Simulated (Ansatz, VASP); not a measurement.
## Two plane-wave programs on C

INCAR

```
  PREC = Accurate
  ENCUT = 520
  EDIFF = 1E-6
  ISMEAR = 0
  SIGMA = 0.05
  LREAL = False
  LASPH = True
  NELM = 80
  ALGO = Normal
  ISIF = 2
  LWAVE = False
  LCHARG = False
  GGA = PS
  NBANDS = 11
```

File KPOINTS:

```
regular mesh
0
Gamma
  12 12 12
```

File POSCAR:

```
C
1.0
    0.0000000000      1.9260720000      1.8547360000
    1.9260720000      0.0000000000      1.8547360000
    1.9260720000      1.9260720000      0.0000000000
C
2
Direct
    0.5000000000      0.5000000000      0.5000000000
    0.7500000000      0.7500000000      0.7500000000
```

Input for Ansatz:

```yaml
crystal:
  lattice:
    - [0.0, 1.926072, 1.854736]
    - [1.926072, 0.0, 1.854736]
    - [1.926072, 1.926072, 0.0]
  atoms:
    - { symbol: C, position: [0.5, 0.5, 0.5] }
    - { symbol: C, position: [0.75, 0.75, 0.75] }
basis:
  ecutwfc: 420
kpoints:
  mp_grid: { grid: [12, 12, 12] }
hamiltonian:
  xc: pbesol
scf:
  occupations: { method: gaussian, width: 0.05 }
output:
  forces: true
  stress: true
  eigenvalues: true
```

Change from the starting cell: strain +0.080 along x and y, +0.040 along z, atoms carried along.

Alike in both runs: task single point; functional PBEsol; k mesh 12 × 12 × 12; occupations gaussian, width 0.05 eV; no spin polarisation.

|  | VASP | Ansatz |
| --- | --- | --- |
| version | VASP 6.6.1 | Ansatz 0.2.0 |
| potentials or method | VASP PAW PBE potentials, release 64 (C), cutoff 520 eV | scalar-relativistic, plane waves, PAW |
| valence electrons in the cell | 8 | 8 |

|  | VASP | Ansatz | Ansatz less VASP |
| --- | --- | --- | --- |
| gap on the k mesh at the Fermi level (eV) | 2.79 | 2.79 | +0.005 |
| least direct gap on the mesh (eV) | 4.43 | 4.43 | +0.005 |
| pressure (GPa) | -62.2 | -62.5 | -0.36 |
| traceless stress, the component that is largest in VASP (GPa) | 17.84 | 17.85 | +0.012 |

VASP's potentials were made for PBE, not for PBEsol. Both programs put the cell under strong tension, so it lies far from rest at this level. With one functional, cell and mesh, what is left measures potentials, basis and numerics.

Noted on VASP's run: the cell as given lies far from equilibrium.
